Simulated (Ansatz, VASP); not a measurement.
# Two plane-wave programs on Si

INCAR

```
SYSTEM = Si
PREC = Accurate
ENCUT = 520
EDIFF = 1E-6
ISMEAR = 0
SIGMA = 0.15
LREAL = .False.
LASPH = .True.
NELM = 80
ALGO = Fast
ISIF = 2
LWAVE = .False.
LCHARG = .True.
GGA = CA
LELF = .True.
LVHAR = .True.
NBANDS = 26
```

File KPOINTS:

```
regular mesh
0
Gamma
  24 17 5
  0 0 0
```

Contents of POSCAR:

```
Si
1.0
    0.0000000000      0.0000000000     -2.6105984716
   -2.3824154513     -2.3824154513     -1.3052992358
  -10.9438753678     10.9438753678      0.0000000000
Si
8
Direct
    0.5000000000      0.5000000000      0.0544234874
    0.0000000000      0.5000000000      0.7075053358
    0.5000000000      0.5000000000      0.4898113863
    0.0000000000      0.5000000000      0.2721174368
    0.0000000000      1.0000000000      0.1632704621
    0.5000000000      1.0000000000      0.8163523105
    0.0000000000      1.0000000000      0.5986583611
    0.5000000000      1.0000000000      0.3809644116
```

Input for Ansatz:

```yaml
crystal:
  lattice:
    - [0.0, 0.0, -2.6105984716]
    - [-2.3824154513, -2.3824154513, -1.3052992358]
    - [-10.9438753678, 10.9438753678, 0.0]
  atoms:
    - { symbol: Si, position: [0.5, 0.5, 0.0544234874] }
    - { symbol: Si, position: [0.0, 0.5, 0.7075053358] }
    - { symbol: Si, position: [0.5, 0.5, 0.4898113863] }
    - { symbol: Si, position: [0.0, 0.5, 0.2721174368] }
    - { symbol: Si, position: [0.0, 1.0, 0.1632704621] }
    - { symbol: Si, position: [0.5, 1.0, 0.8163523105] }
    - { symbol: Si, position: [0.0, 1.0, 0.5986583611] }
    - { symbol: Si, position: [0.5, 1.0, 0.3809644116] }
basis:
  ecutwfc: 420
kpoints:
  mp_grid: { grid: [24, 17, 5] }
hamiltonian:
  xc: lda
scf:
  occupations: { method: gaussian, width: 0.15 }
output:
  forces: true
  stress: true
  eigenvalues: true
```

Alike in both runs: task single point; functional LDA; k mesh 24 × 17 × 5; occupations gaussian, width 0.15 eV; no spin polarisation.

```csv
,VASP,Ansatz
version,VASP 6.6.1,Ansatz 0.2.0
potentials or method,"VASP PAW LDA potentials, release 64 (Si), cutoff 520 eV","scalar-relativistic, plane waves, PAW"
valence electrons in the cell,32,32
```

```csv
,VASP,Ansatz,Ansatz less VASP
gap on the k mesh at the Fermi level (eV),none,none,-
pressure (GPa),-2.7,-2.7,-0.06
"traceless stress, the component that is largest in VASP (GPa)",-1.38,-1.39,-0.005
rms of the force components (eV/Å),0.141,0.141,-0.0002
```

LDA's correlation is that of Perdew and Zunger in VASP and of Perdew and Wang (1992) in Ansatz. Atom by atom the forces differ by 0.002 eV/Å (rms over components). A gap of «none» marks a metal or a gap that the smearing closes.
